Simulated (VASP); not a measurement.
A run of VASP 6.6.1 is set up as follows.

Contents of INCAR:

```
SYSTEM = PtS2
ALGO = Normal
EDIFF = 1E-8
ENCUT = 520
IBRION = 8
ISIF = 2
ISMEAR = -1
LASPH = .True.
LCHARG = .False.
LREAL = .False.
LWAVE = .False.
NBANDS = 18
NELM = 100
NSW = 1
PREC = Accurate
SIGMA = 0.05
```

File KPOINTS:

```
k-points
0
Gamma
  10 10 8
  0 0 0
```

Contents of POSCAR:

```
PtS2
1.0
    3.5263646145      0.0000000000      0.0000000000
   -1.7631823072      3.0539213392      0.0000000000
    0.0000000000      0.0000000000      4.4809921279
Pt S
1 2
Direct
    0.0000000000      0.0000000000      0.0000000000
    0.3333333333      0.6666666667      0.2682896874
    0.6666666667      0.3333333333      0.7317103126
```

Potentials or basis: VASP PAW LDA potentials, release 64 (Pt, S).

Command:

```sh
$ cat potpaw_LDA.64/Pt/POTCAR potpaw_LDA.64/S/POTCAR > POTCAR
$ mpirun -np 1 vasp_std > vasp.out
```

**Question.** What does it give for the highest phonon frequency at Γ, LO-TO splitting left out?

**Answer.** 347 cm⁻¹.

Phonon frequencies in cm⁻¹ (negative: imaginary):
| q point | frequencies |
| --- | --- |
| (0.000, 0.000, 0.000) | 0 0 0 302 302 322 322 327 347 |

Caveat: the cell stands under pressure or tension, which shifts response properties.
